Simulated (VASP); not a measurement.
BaTiO3, 5 atoms in the cell. The structure is trigonal, space group R3m (No. 160). Conventional cell: a = 5.539 Å, b = 5.539 Å, c = 6.813 Å, α = 90.00°, β = 90.00°, γ = 120.00°. Ba (site symmetry 3m) has 12 O at 2.73 to 2.83 Å and 8 Ti at 3.30 to 3.51 Å within 3.6 Å. Within 2.4 Å of Ti (site symmetry 3m) lie 6 O at 1.84 to 2.10 Å. Within 2.4 Å of O (site symmetry m) lie 2 Ti at 1.84 to 2.10 Å.  This cell differs from its parent crystal: volume scaled by 0.94.

| Quantity | Value |
| --- | --- |
| Program | VASP 6.6.1 |
| Task | single point |
| Functional | PBE |
| Potentials or basis | VASP PAW PBE potentials, release 64 (Ba_sv, Ti_sv, O) |
| Cutoff | 520 eV |
| k mesh | 7 × 7 × 7 |
| Occupations | fermi-dirac, width 0.05 eV |
| Spin | no spin polarisation |
| Dipole correction | no |
| Further INCAR settings | ALGO = Normal; EDIFF = 1e-06; NBANDS = 28 |

Potentials or basis: VASP PAW PBE potentials, release 64 (Ba_sv, Ti_sv, O).

Command:

```bash
$ cat potpaw_PBE.64/Ba_sv/POTCAR potpaw_PBE.64/Ti_sv/POTCAR potpaw_PBE.64/O/POTCAR > POTCAR
$ mpirun -np 1 vasp_std > vasp.out
```

Hardware: 1 thread of AMD EPYC 7R13, with other jobs on the host.

Problem. Estimate the wall time of this run.

Solution. It took 110 s on 1 thread of AMD EPYC 7R13, with other jobs on the host, peak memory 0.19 GiB. Counts: scf iterations 15, k points 44.
